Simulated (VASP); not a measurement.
# C in VASP: notebook

Runs on C. Level: PBE+D3(BJ). Tasks: single point.

Everything below comes from runs of VASP 6.6.1. Logs are shortened: lines on timing, memory, paths and dates and some standing lists are left out, and cuts for length are marked.

### 1 The cell of the first run

The cell holds a slab with vacuum, 2 atoms: a = 2.466 Å, b = 2.466 Å, c = 20.018 Å, α = 90.00°, β = 90.00°, γ = 120.00°.

### 2 Single point, PBE+D3(BJ)

Input file INCAR:

```
  ALGO = Normal
  DIPOL = 0.5 0.5 0.500
  EDIFF = 1E-6
  ENCUT = 520
  GGA = PE
  IDIPOL = 3
  ISIF = 2
  ISMEAR = 0
  IVDW = 12
  LASPH = True
  LCHARG = True
  LDIPOL = True
  LELF = True
  LREAL = False
  LVACPOTAV = True
  LVHAR = True
  LWAVE = False
  NBANDS = 11
  NELM = 60
  PREC = Accurate
  SIGMA = 0.05
```

Input file KPOINTS:

```
k-points
0
Gamma
  15 15 1
```

Input file POSCAR:

```
C
1.0
    2.4657351761      0.0000000000      0.0000000000
   -1.2328675880      2.1353893015      0.0000000000
    0.0000000000      0.0000000000     20.0178333307
C
2
Direct
    0.0000000000      0.0000000000      0.4999997727
    0.6666666667      0.3333333333      0.5000002273
```

Potentials or basis: VASP PAW PBE potentials, release 64 (C).

The run is started by

```console
cat potpaw_PBE.64/C/POTCAR > POTCAR
mpirun -np 1 vasp_std > vasp.out
```

OUTCAR:

```text
EDIFF = 1E-6
   ENCUT = 520
   GGA = PE
   ISIF = 2
   ISMEAR = 0
   IVDW = 12
   LASPH = True
   LREAL = False
   NELM = 60
   PREC = Accurate
 IVDW          = 12

 ion  position               nearest neighbor table
   1  0.000  0.000  0.500-   2 1.42   2 1.42   2 1.42
   2  0.667  0.333  0.500-   1 1.42   1 1.42   1 1.42

  LATTYP: Found a hexagonal cell.
 ALAT       =     2.4657351761
 C/A-ratio  =     8.1184036002

  Lattice vectors:

 A1 = (   2.4657351761,   0.0000000000,   0.0000000000)
 A2 = (  -1.2328675880,   2.1353893015,   0.0000000000)
 A3 = (   0.0000000000,   0.0000000000,  20.0178333307)

Analysis of symmetry for initial positions (statically):
=====================================================================
 Subroutine PRICEL returns:
 Original cell was already a primitive cell.

 Routine SETGRP: Setting up the symmetry group for a
 hexagonal supercell.

 Subroutine GETGRP returns: Found 24 space group operations
 (whereof 12 operations were pure point group operations)
 out of a pool of 24 trial point group operations.

The static configuration has the point symmetry D_3h.
 The point group associated with its full space group is D_6h.

Analysis of symmetry for dynamics (positions and initial velocities):
=====================================================================
 Subroutine PRICEL returns:
 Original cell was already a primitive cell.

 Routine SETGRP: Setting up the symmetry group for a
 hexagonal supercell.

 Subroutine GETGRP returns: Found 24 space group operations
 (whereof 12 operations were pure point group operations)
 out of a pool of 24 trial point group operations.

The dynamic configuration has the point symmetry D_3h.
 The point group associated with its full space group is D_6h.

 Subroutine INISYM returns: Found 24 space group operations
 (whereof 12 operations are pure point group operations),
 and found     1 'primitive' translations

----------------------------------------------------------------------------------------

                                     Primitive cell

  volume of cell :     105.4000

  direct lattice vectors                    reciprocal lattice vectors
     2.465735176  0.000000000  0.000000000     0.405558557  0.234149342  0.000000000
    -1.232867588  2.135389302  0.000000000     0.000000000  0.468298684  0.000000000
     0.000000000  0.000000000 20.017833331     0.000000000  0.000000000  0.049955456

  length of vectors
     2.465735176  2.465735176 20.017833331     0.468298684  0.468298684  0.049955456

  position of ions in fractional coordinates (direct lattice)
     0.000000000  0.000000000  0.499999773
     0.666666667  0.333333333  0.500000227

  ion indices of the primitive-cell ions
   primitive index   ion index
                 1           1
                 2           2

----------------------------------------------------------------------------------------

 KPOINTS: k-points

Automatic generation of k-mesh.
 Grid dimensions read from file:
 generate k-points for:   15   15    1

 Generating k-lattice:

  Cartesian coordinates                     Fractional coordinates (reciprocal lattice)
     0.027037237  0.015609956  0.000000000     0.066666667  0.000000000  0.000000000
     0.000000000  0.031219912  0.000000000     0.000000000  0.066666667  0.000000000
     0.000000000  0.000000000  0.049955456     0.000000000  0.000000000  1.000000000

  Length of vectors
     0.031219912  0.031219912  0.049955456

  Shift w.r.t. Gamma in fractional coordinates (k-lattice)
     0.000000000  0.000000000  0.000000000

 Subroutine IBZKPT returns following result:
 ===========================================

 Found     27 irreducible k-points:

 Following reciprocal coordinates:
            Coordinates               Weight
  0.000000  0.000000  0.000000      1.000000
  0.066667  0.000000  0.000000      6.000000
  0.133333  0.000000  0.000000      6.000000
  0.200000  0.000000  0.000000      6.000000
  0.266667  0.000000  0.000000      6.000000
  0.333333  0.000000  0.000000      6.000000
[... 16 lines left out ...]
  0.333333  0.200000  0.000000     12.000000
  0.400000  0.200000  0.000000      6.000000
 [... further k-points ...]
   k-points           NKPTS =     27   k-points in BZ     NKDIM =     27   number of bands    NBANDS=     11
   number of dos      NEDOS =    301   number of ions     NIONS =      2
   total plane-waves  NPLWV =  48600
   dimension x,y,z NGX =    18 NGY =   18 NGZ =  150
   dimension x,y,z NGXF=    36 NGYF=   36 NGZF=  300
   ions per type =               2
   NGX,Y,Z   is equivalent  to a cutoff of  12.14, 12.14, 12.46 a.u.
   NGXF,Y,Z  is equivalent  to a cutoff of  24.27, 24.27, 24.91 a.u.
 SYSTEM =  unknown system
   PREC   = accura    normal or accurate (medium, high low for compatibility)
   ISTART =      0    job   : 0-new  1-cont  2-samecut
   ICHARG =      2    charge: 1-file 2-atom 10-const
   ISPIN  =      1    spin polarized calculation?
   LNONCOLLINEAR =      F non collinear calculations
   LSORBIT =      F    spin-orbit coupling
   LASPH  =      T    aspherical Exc in radial PAW
   ENCUT  =  520.0 eV  38.22 Ry    6.18 a.u.   4.58  4.58 37.22*2*pi/ulx,y,z
   NELM   =     60;   NELMIN=  2; NELMDL= -5     # of ELM steps
   EDIFF  = 0.1E-05   stopping-criterion for ELM
   LREAL  =      F    real-space projection
   EDIFFG = 0.1E-04   stopping-criterion for IOM
   NSW    =      0    number of steps for IOM
   IBRION =     -1    ionic relax: 0-MD 1-quasi-New 2-CG
   NFREE  =      0    steps in history (QN), initial steepest desc. (CG)
   ISIF   =      2    stress and relaxation
   ISYM   =      2    0-nonsym 1-usesym 2-fastsym
   POTIM  = 0.5000    time-step for ionic-motion
   TEBEG  =    0.0;   TEEND  =   0.0 temperature during run
   PSTRESS=    0.0 pullay stress
   NELECT =       8.0000    total number of electrons
   NUPDOWN=      -1.0000    fix difference up-down
   EMIN   =  10.00;   EMAX   =-10.00  energy-range for DOS
   EFERMI =   0.00;   METHOD = LEGACY
   ISMEAR =     0;   SIGMA  =   0.05  broadening in eV -4-tet -1-fermi 0-gaus
   EFERMI_NEDOS =   21; number of points for ismear=-14 and -15
   IALGO  =     38    algorithm
   IMIX   =      4    mixing-type and parameters
     AMIX     =   0.40;   BMIX     =  1.00
     AMIX_MAG =   1.60;   BMIX_MAG =  1.00
  volume/ion in A,a.u.               =      52.70       355.64
  Fermi-wavevector in a.u.,A,eV,Ry     =   0.693146  1.309856  6.536935  0.480451
  Thomas-Fermi vector in A             =   1.775277
   LORBIT       =      0    0 simple, 1 ext, 2 COOP (PROOUT), +10 PAW based schemes
   GGA     = PE    functional components
   LHFCALC =     F    Hartree Fock is set to
   AEXX    =    0.0000 exact exchange contribution
   IVDW    =    12    specifies the selected vdW correction
   LEPSILON=     F    determine dielectric tensor
   LRPA    =     F    only Hartree local field effects (RPA)
 non-spin polarized calculation
 Gauss-broadening in eV      SIGMA  =   0.05
  energy-cutoff  :      520.00
  volume of cell :      105.40
 maximum number of plane-waves:      2884
   NGX =  9   NGY =  9   NGZ = 75

 dipolmoment           0.000000      0.000000      0.000000 electrons x Angstroem

 number of electron       7.9999997 magnetization

 dipolmoment           0.000000      0.000000     -0.000018 electrons x Angstroem

 Free energy of the ion-electron system (eV)
  ---------------------------------------------------
  ext. energy  EPLUGINS =         0.00000000
  ---------------------------------------------------
  free energy    TOTEN  =       -18.44848065 eV

  energy without entropy =      -18.44797915  energy(sigma->0) =      -18.44822990

 E-fermi :  -2.7430     XC(G=0):  -2.1653

 val. band max:       -2.7430153773   @ k =   0.3333   0.3333   0.0000
 cond. band min:      -2.7429683577   @ k =   0.3333   0.3333   0.0000
 fundamental gap:      0.0000470195
 Fermi energy:        -2.7429918673

 k-point     1 :       0.0000    0.0000    0.0000
  band No.  band energies     occupation
      1     -22.2680      2.00000
      2     -10.3623      2.00000
      3      -5.7890      2.00000
      4      -5.7890      2.00000
      5       0.5175      0.00000
      6       1.3137      0.00000
      7       1.6613      0.00000
      8       2.5861      0.00000
      9       3.0222      0.00000
     10       4.7038      0.00000
     11       5.3183      0.00000

 k-point     2 :       0.0667    0.0000    0.0000
  band No.  band energies     occupation
      1     -22.1630      2.00000
      2     -10.2368      2.00000
      3      -6.2134      2.00000
      4      -6.0111      2.00000
      5       0.6600      0.00000
      6       1.4581      0.00000
      7       1.8075      0.00000
      8       2.7309      0.00000
      9       3.1666      0.00000
     10       4.8472      0.00000
     11       5.4434      0.00000

 k-point     3 :       0.1333    0.0000    0.0000
  band No.  band energies     occupation
      1     -21.8485      2.00000
      2      -9.8626      2.00000
      3      -7.3408      2.00000
      4      -6.5738      2.00000
      5       1.0877      0.00000
      6       1.8908      0.00000
      7       2.2460      0.00000
      8       3.1650      0.00000
      9       3.5999      0.00000
     10       5.2764      0.00000
     11       5.5996      0.00000
[... 267 lines left out ...]
 k-point    23 :       0.3333    0.2000    0.0000
  band No.  band energies     occupation
      1     -17.3448      2.00000
      2     -14.3935      2.00000
      3     -11.4576      2.00000
      4      -4.8928      2.00000
      5      -0.7075      0.00000
      6       7.4101      0.00000
      7       7.9473      0.00000
      8       8.1485      0.00000
      9       8.8205      0.00000
     10       9.2835      0.00000
     11      10.0787      0.00000

 k-point    24 :       0.4000    0.2000    0.0000
  band No.  band energies     occupation
      1     -16.4184      2.00000
      2     -15.4291      2.00000
      3     -11.5903      2.00000
      4      -4.2446      2.00000
      5      -1.4444      0.00000
      6       8.0669      0.00000
      7       8.5824      0.00000
      8       9.1607      0.00000
      9       9.3889      0.00000
     10      10.3949      0.00000
     11      10.8469      0.00000

 [... further k-points ...]

------------------------ aborting loop because EDIFF is reached ----------------------------------------

 Edisp (eV)   -0.17723

 E8    (eV) :    -0.0555

  FORCE on cell =-STRESS in cart. coord.  units (eV):
  Direction    XX          YY          ZZ          XY          YZ          ZX
  --------------------------------------------------------------------------------------
  -------------------------------------------------------------------------------------
  Total       0.07938     0.07938    -0.01126     0.00000     0.00000     0.00000
  in kB       1.20665     1.20665    -0.17124     0.00000     0.00000     0.00000
  external pressure =        0.75 kB  Pullay stress =        0.00 kB

 VOLUME and BASIS-vectors are now :
 -----------------------------------------------------------------------------
  energy-cutoff  :      520.00
  volume of cell :      105.40
      direct lattice vectors                 reciprocal lattice vectors
     2.465735176  0.000000000  0.000000000     0.405558557  0.234149342  0.000000000
    -1.232867588  2.135389302  0.000000000     0.000000000  0.468298684  0.000000000
     0.000000000  0.000000000 20.017833331     0.000000000  0.000000000  0.049955456

 POSITION                                       TOTAL-FORCE (eV/Angst)
 -----------------------------------------------------------------------------------
      0.00000      0.00000     10.00891        -0.000000     -0.000000      0.000000
      1.23287      0.71180     10.00892         0.000000      0.000000      0.000000
 -----------------------------------------------------------------------------------
    total drift:                               -0.000000      0.000000     -0.004061

  FREE ENERGIE OF THE ION-ELECTRON SYSTEM (eV)
  ---------------------------------------------------
  free  energy   TOTEN  =       -18.6257098651 eV

  energy  without entropy=      -18.6252083634  energy(sigma->0) =      -18.62545911

 vacuum level on the upper side and lower side of the slab         1.500         1.501
```

Wall time 25 s (1 thread of Intel Xeon 6975P-C (Granite Rapids), shared host); peak memory 0.2 GiB.

Results:

```yaml
Free_energy: -18.6257 eV
Band_gap_on_the_k_mesh: zero (filled and empty bands touch)
Dispersion_energy_per_atom: -0.089 eV
```

### 3 Single point, PBE+D3(BJ)

This run uses another cell than the first one, of 52.46 Å³/atom, 0.995 times its volume.

Input file INCAR:

```
ALGO = Normal
DIPOL = 0.5 0.5 0.500
EDIFF = 1E-6
ENCUT = 520
GGA = PE
IDIPOL = 3
ISIF = 2
ISMEAR = 0
IVDW = 12
LASPH = T
LCHARG = F
LDIPOL = T
LREAL = F
LWAVE = F
NBANDS = 11
NELM = 100
PREC = Accurate
SIGMA = 0.05
```

KPOINTS is that of step 2.

Input file POSCAR:

```
C
1.0
    2.4599989200      0.0000000000      0.0000000000
   -1.2299994600      2.1304215600      0.0000000000
    0.0000000000      0.0000000000     20.0178333307
C
2
Direct
    0.0000000000      0.0000000000      0.4995545639
    0.6666666700      0.3333333300      0.5004454361
```

Potentials or basis: VASP PAW PBE potentials, release 64 (C).

The run is started by

```console
cat potpaw_PBE.64/C/POTCAR > POTCAR
mpirun -np 1 vasp_std > vasp.out
```

Wall time 22 s (1 thread of Intel Xeon 6975P-C (Granite Rapids), shared host); peak memory 0.2 GiB.

It converged, with:

```yaml
Free_energy: -18.6218 eV
Largest_force: 0.298 eV/Å
Band_gap_on_the_k_mesh: zero (filled and empty bands touch)
Dispersion_energy_per_atom: -0.089 eV
```

Forces on the atoms (eV/Å):
```
C    0.000  0.000  0.298
C    0.000  0.000 -0.298
```

Levels at points of the mesh, in eV from the Fermi level:
| k point | band 2 | band 3 | band 4 | band 5 | band 6 | band 7 |
| --- | --- | --- | --- | --- | --- | --- |
| (0.00, 0.00, 0.00) | -7.67 | -3.04 | -3.04 | 3.24 | 4.04 | 4.38 |
